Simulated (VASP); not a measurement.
# CoO (I4/mmm) in VASP: notebook

CoO is run at these levels: PBE; tasks: single point.

Everything below comes from runs of VASP 6.6.1. Logs are shortened: lines on timing, memory, paths and dates and some standing lists are left out, and cuts for length are marked.

### 1 The cell of the first run

It takes space group I4/mmm (No. 139, tetragonal). Conventional cell: a = 3.016 Å, b = 3.016 Å, c = 4.215 Å, α = 90.00°, β = 90.00°, γ = 90.00°. Co (site symmetry 4/mmm) has 6 O at 2.11 to 2.13 Å within 2.8 Å. Within 2.8 Å of O (site symmetry 4/mmm) lie 6 Co at 2.11 to 2.13 Å.

### 2 Single point, PBE, collinear spin, ferromagnetic start

Input file INCAR:

```
SYSTEM = CoO
ALGO     = Normal         ! electronic algorithm
EDIFF    = 1E-6           ! SCF threshold, eV
ENCUT    = 520            ! plane-wave cutoff, eV
GGA      = PE             ! functional
ISIF     = 2              ! what is computed and relaxed
ISMEAR   = 0              ! smearing method
ISPIN    = 2              ! spin polarisation
LASPH    = .TRUE.         ! aspherical terms in the spheres
LCHARG   = .TRUE.         ! write CHGCAR
LELF     = .TRUE.         ! ELF
LMAXMIX  = 4              ! l up to which the mixer works
LORBIT   = 11             ! projections on sites
LREAL    = .FALSE.        ! projectors in reciprocal space
LVHAR    = .TRUE.       
LWAVE    = .FALSE.        ! write WAVECAR
MAGMOM   = 2.75 0         ! initial moments
NBANDS   = 18             ! bands
NELM     = 150            ! most SCF steps
PREC     = Accurate       ! precision mode
SIGMA    = 0.05           ! smearing width, eV
```

Input file KPOINTS:

```
k-points
0
G
  14 14 14
  0 0 0
```

Input file POSCAR:

```
CoO
1.0
   -1.5080004431      1.5080004431      2.1072503604
    1.5080004431     -1.5080004431      2.1072503604
    1.5080004431      1.5080004431     -2.1072503604
Co O
1 1
Direct
    0.0000000000      0.0000000000      0.0000000000
    0.5000000000      0.5000000000      0.0000000000
```

Potentials or basis: VASP PAW PBE potentials, release 64 (Co, O).

Launch:

```bash
> cat potpaw_PBE.64/Co/POTCAR potpaw_PBE.64/O/POTCAR > POTCAR
> mpirun -np 1 vasp_std > vasp.out
```

OUTCAR:

```text
SYSTEM = CoO
   EDIFF = 1E-6
   ENCUT = 520
   GGA = PE
   ISIF = 2
   ISMEAR = 0
   ISPIN = 2
   LASPH = .TRUE.
   LORBIT = 11
   LREAL = .FALSE.
   NELM = 150
   PREC = Accurate

 ion  position               nearest neighbor table
   1  0.000  0.000  0.000-   2 2.11   2 2.11   2 2.13   2 2.13   2 2.13   2 2.13
   2  0.500  0.500  0.000-   1 2.11   1 2.11   1 2.13   1 2.13   1 2.13   1 2.13

  LATTYP: Found a body centered tetragonal cell.
 ALAT       =     3.0160008862
 C/A-ratio  =     1.3973804650

  Lattice vectors:

 A1 = (  -1.5080004431,   1.5080004431,   2.1072503604)
 A2 = (   1.5080004431,  -1.5080004431,   2.1072503604)
 A3 = (   1.5080004431,   1.5080004431,  -2.1072503604)

Analysis of symmetry for initial positions (statically):
=====================================================================
 Subroutine PRICEL returns:
 Original cell was already a primitive cell.

 Routine SETGRP: Setting up the symmetry group for a
 body centered tetragonal supercell.

 Subroutine GETGRP returns: Found 16 space group operations
 (whereof 16 operations were pure point group operations)
 out of a pool of 16 trial point group operations.

The static configuration has the point symmetry D_4h.

Analysis of symmetry for dynamics (positions and initial velocities):
=====================================================================
 Subroutine PRICEL returns:
 Original cell was already a primitive cell.

 Routine SETGRP: Setting up the symmetry group for a
 body centered tetragonal supercell.

 Subroutine GETGRP returns: Found 16 space group operations
 (whereof 16 operations were pure point group operations)
 out of a pool of 16 trial point group operations.

The dynamic configuration has the point symmetry D_4h.

Analysis of structural, dynamic, and magnetic symmetry:
=====================================================================
 Subroutine PRICEL returns:
 Original cell was already a primitive cell.

 Routine SETGRP: Setting up the symmetry group for a
 body centered tetragonal supercell.

 Subroutine GETGRP returns: Found 16 space group operations
 (whereof 16 operations were pure point group operations)
 out of a pool of 16 trial point group operations.

The overall configuration has the point symmetry D_4h.

 Subroutine INISYM returns: Found 16 space group operations
 (whereof 16 operations are pure point group operations),
 and found     1 'primitive' translations

----------------------------------------------------------------------------------------

                                     Primitive cell

  volume of cell :      19.1681

  direct lattice vectors                    reciprocal lattice vectors
    -1.508000443  1.508000443  2.107250360     0.000000000  0.331564889  0.237276030
     1.508000443 -1.508000443  2.107250360     0.331564889  0.000000000  0.237276030
     1.508000443  1.508000443 -2.107250360     0.331564889  0.331564889  0.000000000

  length of vectors
     2.998105194  2.998105194  2.998105194     0.407719500  0.407719500  0.468903563

  position of ions in fractional coordinates (direct lattice)
     0.000000000  0.000000000  0.000000000
     0.500000000  0.500000000  0.000000000

  ion indices of the primitive-cell ions
   primitive index   ion index
                 1           1
                 2           2

----------------------------------------------------------------------------------------

 KPOINTS: k-points

Automatic generation of k-mesh.
 Grid dimensions read from file:
 generate k-points for:   14   14   14

 Generating k-lattice:

  Cartesian coordinates                     Fractional coordinates (reciprocal lattice)
     0.000000000  0.023683206  0.016948288     0.071428571  0.000000000  0.000000000
     0.023683206  0.000000000  0.016948288     0.000000000  0.071428571  0.000000000
     0.023683206  0.023683206  0.000000000     0.000000000  0.000000000  0.071428571

  Length of vectors
     0.029122821  0.029122821  0.033493112

  Shift w.r.t. Gamma in fractional coordinates (k-lattice)
     0.000000000  0.000000000  0.000000000

 Subroutine IBZKPT returns following result:
 ===========================================

 Found    244 irreducible k-points:

 Following reciprocal coordinates:
            Coordinates               Weight
  0.000000  0.000000  0.000000      1.000000
  0.071429  0.000000  0.000000      8.000000
  0.142857  0.000000  0.000000      8.000000
  0.214286 -0.000000  0.000000      8.000000
  0.285714  0.000000 -0.000000      8.000000
  0.357143 -0.000000  0.000000      8.000000
[... 16 lines left out ...]
  0.214286  0.142857 -0.000000     16.000000
  0.285714  0.142857  0.000000     16.000000
 [... further k-points ...]
   k-points           NKPTS =    244   k-points in BZ     NKDIM =    244   number of bands    NBANDS=     18
   number of dos      NEDOS =    301   number of ions     NIONS =      2
   total plane-waves  NPLWV =  13824
   dimension x,y,z NGX =    24 NGY =   24 NGZ =   24
   dimension x,y,z NGXF=    48 NGYF=   48 NGZF=   48
   ions per type =               1   1
   NGX,Y,Z   is equivalent  to a cutoff of  13.31, 13.31, 13.31 a.u.
   NGXF,Y,Z  is equivalent  to a cutoff of  26.62, 26.62, 26.62 a.u.
 SYSTEM =  CoO
   PREC   = accura    normal or accurate (medium, high low for compatibility)
   ISTART =      0    job   : 0-new  1-cont  2-samecut
   ICHARG =      2    charge: 1-file 2-atom 10-const
   ISPIN  =      2    spin polarized calculation?
   LNONCOLLINEAR =      F non collinear calculations
   LSORBIT =      F    spin-orbit coupling
   LASPH  =      T    aspherical Exc in radial PAW
   ENCUT  =  520.0 eV  38.22 Ry    6.18 a.u.   5.57  5.57  5.57*2*pi/ulx,y,z
   NELM   =    150;   NELMIN=  2; NELMDL= -5     # of ELM steps
   EDIFF  = 0.1E-05   stopping-criterion for ELM
   LREAL  =      F    real-space projection
   EDIFFG = 0.1E-04   stopping-criterion for IOM
   NSW    =      0    number of steps for IOM
   IBRION =     -1    ionic relax: 0-MD 1-quasi-New 2-CG
   NFREE  =      0    steps in history (QN), initial steepest desc. (CG)
   ISIF   =      2    stress and relaxation
   ISYM   =      2    0-nonsym 1-usesym 2-fastsym
   POTIM  = 0.5000    time-step for ionic-motion
   TEBEG  =    0.0;   TEEND  =   0.0 temperature during run
   PSTRESS=    0.0 pullay stress
   NELECT =      15.0000    total number of electrons
   NUPDOWN=      -1.0000    fix difference up-down
   EMIN   =  10.00;   EMAX   =-10.00  energy-range for DOS
   EFERMI =   0.00;   METHOD = LEGACY
   ISMEAR =     0;   SIGMA  =   0.05  broadening in eV -4-tet -1-fermi 0-gaus
   EFERMI_NEDOS =   21; number of points for ismear=-14 and -15
   IALGO  =     38    algorithm
   IMIX   =      4    mixing-type and parameters
     AMIX     =   0.40;   BMIX     =  1.00
     AMIX_MAG =   1.60;   BMIX_MAG =  1.00
  volume/ion in A,a.u.               =       9.58        64.68
  Fermi-wavevector in a.u.,A,eV,Ry     =   1.508617  2.850872 30.965828  2.275924
  Thomas-Fermi vector in A             =   2.619047
   LORBIT       =     11    0 simple, 1 ext, 2 COOP (PROOUT), +10 PAW based schemes
   GGA     = PE    functional components
   LHFCALC =     F    Hartree Fock is set to
   AEXX    =    0.0000 exact exchange contribution
   IVDW    =     0    specifies the selected vdW correction
   LEPSILON=     F    determine dielectric tensor
   LRPA    =     F    only Hartree local field effects (RPA)
 spin polarized calculation
 Gauss-broadening in eV      SIGMA  =   0.05
  energy-cutoff  :      520.00
  volume of cell :       19.17
 maximum number of plane-waves:       533
 NGX is ok and might be reduce to    24
   NGX = 11   NGY = 11   NGZ = 11

 number of electron      15.0000006 magnetization       2.9167222

 Free energy of the ion-electron system (eV)
  ---------------------------------------------------
  ext. energy  EPLUGINS =         0.00000000
  ---------------------------------------------------
  free energy    TOTEN  =       -13.04867475 eV

  energy without entropy =      -13.04384744  energy(sigma->0) =      -13.04626109

 E-fermi :   8.0225     XC(G=0): -12.4549

 val. band max:        8.0221509143   @ k =   0.2143   0.1429   0.0714
 cond. band min:       8.0226998232   @ k =  -0.2857  -0.3571   0.1429
 fundamental gap:      0.0005489090
 Fermi energy:         8.0224822548

 spin component 1

 k-point     1 :       0.0000    0.0000    0.0000
  band No.  band energies     occupation
      1     -12.2417      1.00000
      2       4.7362      1.00000
      3       4.7485      1.00000
      4       4.8467      1.00000
      5       4.8864      1.00000
      6       4.8864      1.00000
[... 10 lines left out ...]
     17      29.9156      0.00000
     18      32.8266      0.00000

 k-point     2 :       0.0714    0.0000    0.0000
  band No.  band energies     occupation
      1     -12.1880      1.00000
      2       4.1375      1.00000
      3       4.1641      1.00000
      4       4.2350      1.00000
      5       4.9051      1.00000
      6       4.9793      1.00000
[... 10 lines left out ...]
     17      30.3599      0.00000
     18      33.7209      0.00000

 k-point     3 :       0.1429    0.0000    0.0000
  band No.  band energies     occupation
      1     -12.0338      1.00000
      2       3.2838      1.00000
      3       3.5270      1.00000
      4       3.5577      1.00000
      5       5.0058      1.00000
      6       5.0774      1.00000
[... 412 lines left out ...]
 k-point    23 :       0.2143    0.1429   -0.0000
  band No.  band energies     occupation
      1     -11.4935      1.00000
      2       1.3286      1.00000
      3       2.3937      1.00000
      4       2.9785      1.00000
      5       5.2680      1.00000
      6       5.3005      1.00000
[... 10 lines left out ...]
     17      36.0857      0.00000
     18      37.1190      0.00000

 k-point    24 :       0.2857    0.1429    0.0000
  band No.  band energies     occupation
      1     -11.2527      1.00000
      2       0.7625      1.00000
      3       2.1643      1.00000
      4       2.5214      1.00000
      5       5.4042      1.00000
      6       5.4470      1.00000
[... 10 lines left out ...]
     17      36.0089      0.00000
     18      36.9431      0.00000

 [... further k-points ...]

 spin component 2

 k-point     1 :       0.0000    0.0000    0.0000
  band No.  band energies     occupation
      1     -11.7327      1.00000
      2       5.4025      1.00000
      3       5.4624      1.00000
      4       5.4624      1.00000
      5       6.8925      1.00000
      6       6.8926      1.00000
[... 10 lines left out ...]
     17      30.8884      0.00000
     18      33.6566      0.00000

 k-point     2 :       0.0714    0.0000    0.0000
  band No.  band energies     occupation
      1     -11.6776      1.00000
      2       4.9618      1.00000
      3       5.2284      1.00000
      4       5.2649      1.00000
      5       6.9670      1.00000
      6       6.9790      1.00000
[... 10 lines left out ...]
     17      31.2237      0.00000
     18      34.5825      0.00000

 k-point     3 :       0.1429    0.0000    0.0000
  band No.  band energies     occupation
      1     -11.5190      1.00000
      2       3.9827      1.00000
      3       4.7973      1.00000
      4       4.8355      1.00000
      5       7.1265      1.00000
      6       7.1283      1.00000
[... 412 lines left out ...]
 k-point    23 :       0.2143    0.1429   -0.0000
  band No.  band energies     occupation
      1     -10.9599      1.00000
      2       2.0517      1.00000
      3       3.8273      1.00000
      4       3.8745      1.00000
      5       7.3258      1.00000
      6       7.7050      1.00000
[... 10 lines left out ...]
     17      36.7349      0.00000
     18      37.6168      0.00000

 k-point    24 :       0.2857    0.1429    0.0000
  band No.  band energies     occupation
      1     -10.7092      1.00000
      2       1.4179      1.00000
      3       3.5004      1.00000
      4       3.5806      1.00000
      5       7.5119      1.00000
      6       7.7906      1.00000
[... 10 lines left out ...]
     17      36.4762      0.00000
     18      37.4866      0.00000

 [... further k-points ...]
[... 5 lines left out ...]
  --------------------------------------------------------------------------------------
  -------------------------------------------------------------------------------------
  Total       -0.0688919     -0.0688919     -0.0583383      0.0000000      0.0000000      0.0000000
  in kB       -5.7583727     -5.7583727     -4.8762446      0.0000000      0.0000000      0.0000000
  external PRESSURE =      -5.4643300 kB  Pullay stress =       0.0000000 kB

 VOLUME and BASIS-vectors are now :
 -----------------------------------------------------------------------------
  energy-cutoff  :      520.00
  volume of cell :       19.17
      direct lattice vectors                 reciprocal lattice vectors
    -1.508000443  1.508000443  2.107250360     0.000000000  0.331564889  0.237276030
     1.508000443 -1.508000443  2.107250360     0.331564889  0.000000000  0.237276030
     1.508000443  1.508000443 -2.107250360     0.331564889  0.331564889  0.000000000

 POSITION                                       TOTAL-FORCE (eV/Angst)
 -----------------------------------------------------------------------------------
      0.00000      0.00000      0.00000         0.000000     -0.000000     -0.000000
      0.00000      0.00000      2.10725        -0.000000      0.000000      0.000000
 -----------------------------------------------------------------------------------
    total drift:                               -0.000000      0.000000     -0.000000

  FREE ENERGIE OF THE ION-ELECTRON SYSTEM (eV)
  ---------------------------------------------------
  free  energy   TOTEN  =       -13.0486747478 eV

  energy  without entropy=      -13.0438474417  energy(sigma->0) =      -13.04626109

 total charge

# of ion       s       p       d       tot
------------------------------------------
    1        0.296   0.362   7.148   7.806
    2        1.556   3.428   0.000   4.984
--------------------------------------------------
tot          1.852   3.790   7.148  12.790

 magnetization (x)

# of ion       s       p       d       tot
------------------------------------------
    1        0.021   0.018   2.524   2.563
    2        0.029   0.274   0.000   0.303
--------------------------------------------------
tot          0.050   0.292   2.524   2.866
```

Run time: 7.2 min. Hardware: 1 thread of AMD EPYC 7R13, shared host; peak memory 0.22 GiB.

Results:

```yaml
Free_energy: -13.0487 eV
Pressure: -0.5 GPa
Net_moment: 2.92 μB per cell
Site_moments: Co +2.56; O +0.30 μB
Valence_electrons_inside_the_program's_atomic_spheres: Co 7.81; O 4.98
```

Caveat: a cell with one magnetic atom can't hold antiferromagnetic order, which such compounds often take; semilocal functionals often make such compounds metallic where correlation or magnetic order opens a gap, which also shifts bond lengths.

[end of part 1 of 2]
